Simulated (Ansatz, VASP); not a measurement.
# Two plane-wave programs on TiSi3O8

```
CELL_PARAMETERS angstrom
3.00572 -3.05768 0.00000
3.00572 3.05768 0.00000
0.00000 0.00000 5.50391
ATOMIC_POSITIONS crystal
Si 0.50000 0.50000 0.25592
Si 0.50000 0.50000 0.74408
Si 0.00000 0.00000 0.50000
Ti 0.00000 0.00000 0.00000
O 0.20094 0.20094 0.26797
O 0.79906 0.79906 0.26797
O 0.68154 0.31846 0.00000
O 0.31846 0.68154 0.00000
O 0.20094 0.20094 0.73203
O 0.79906 0.79906 0.73203
O 0.69451 0.30549 0.50000
O 0.30549 0.69451 0.50000
```

Alike in both runs: task single point; functional PBE; k mesh 6 × 6 × 6; occupations fermi-dirac, width 0.02 eV; no spin polarisation.

```csv
,VASP,Ansatz
version,VASP 6.6.1,Ansatz 0.2.0
potentials or method,"VASP PAW PBE potentials, release 64 (Si, Ti_sv, O)","plane waves, PAW"
plane-wave cutoff (eV),520,420
valence electrons in the cell,72,72
```

|  | VASP | Ansatz | Ansatz less VASP |
| --- | --- | --- | --- |
| gap on the k mesh at the Fermi level (eV) | 1.76 | 1.79 | +0.027 |
| pressure (GPa) | 8.6 | 8.3 | -0.33 |
| rms of the force components (eV/Å) | 0.050 | 0.049 | -0.0014 |
